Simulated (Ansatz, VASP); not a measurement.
# CdO in VASP and in Ansatz

POSCAR

```
CdO
1.0
    0.0000000000      2.3991530901      2.3991530901
    2.3991530901      0.0000000000      2.3991530901
    2.3991530901      2.3991530901      0.0000000000
Cd O
1 1
Direct
    0.0000000000      0.0000000000      0.0000000000
    0.5000000000      0.5000000000      0.5000000000
```

File INCAR.step1:

```
SYSTEM = CdO
PREC     = Accurate       ! precision mode
ENCUT    = 660            ! plane-wave cutoff, eV
ISMEAR   = -1             ! smearing method
SIGMA    = 0.02           ! smearing width, eV
LREAL    = .False.        ! projectors in reciprocal space
LASPH    = .True.         ! aspherical terms in the spheres
NELM     = 120            ! most SCF steps
NBANDS   = 16             ! bands
GGA      = PE             ! functional
ALGO     = Normal         ! electronic algorithm
EDIFF    = 1E-5           ! SCF threshold, eV
LWAVE    = .True.         ! write WAVECAR
LCHARG   = .False.        ! write CHGCAR
GGA_COMPAT= .False.
```

File INCAR.step2:

```
SYSTEM = CdO
PREC     = Accurate       ! precision mode
ENCUT    = 660            ! plane-wave cutoff, eV
EDIFF    = 1E-6           ! SCF threshold, eV
ISMEAR   = -1             ! smearing method
SIGMA    = 0.02           ! smearing width, eV
LREAL    = .False.        ! projectors in reciprocal space
LASPH    = .True.         ! aspherical terms in the spheres
NELM     = 120            ! most SCF steps
ALGO     = Normal         ! electronic algorithm
ISIF     = 2              ! what is computed and relaxed
LWAVE    = .False.        ! write WAVECAR
LCHARG   = .False.        ! write CHGCAR
METAGGA  = R2SCAN         ! meta-GGA
LMIXTAU  = .True.       
NBANDS   = 16             ! bands
ISTART   = 1            
GGA_COMPAT= .False.
```

Contents of KPOINTS:

```
regular mesh
0
Gamma
  8 8 8
  0 0 0
```

Input for Ansatz:

```yaml
crystal:
  lattice:
    - [0.0, 2.3991530901, 2.3991530901]
    - [2.3991530901, 0.0, 2.3991530901]
    - [2.3991530901, 2.3991530901, 0.0]
  atoms:
    - { symbol: Cd, position: [0.0, 0.0, 0.0] }
    - { symbol: O, position: [0.5, 0.5, 0.5] }
kpoints:
  mp_grid: { grid: [8, 8, 8] }
hamiltonian:
  xc: r2scan
scf:
  occupations: { method: fermi_dirac, width: 0.02 }
  n_extra_bands: 4
output:
  forces: true
  stress: true
  eigenvalues: true
```

Alike in both runs: task single point; functional r2SCAN; k mesh 8 × 8 × 8; occupations fermi-dirac, width 0.02 eV; no spin polarisation.

|  | VASP | Ansatz |
| --- | --- | --- |
| version | VASP 6.6.1 | Ansatz 0.2.0 |
| potentials or method | VASP PAW PBE potentials, release 64 (Cd, O) | plane waves, PAW |
| plane-wave cutoff (eV) | 660 | 500 |
| valence electrons in the cell | 18 | 26 |

```tsv
	VASP	Ansatz	Ansatz less VASP
pressure (GPa)	-6.4	-7.5	-1.12
```

VASP's potentials were made for PBE, not for r2SCAN. VASP's potentials hold 18 valence electrons a cell and Ansatz's 26, so a difference there can come from the potentials and not from the codes.
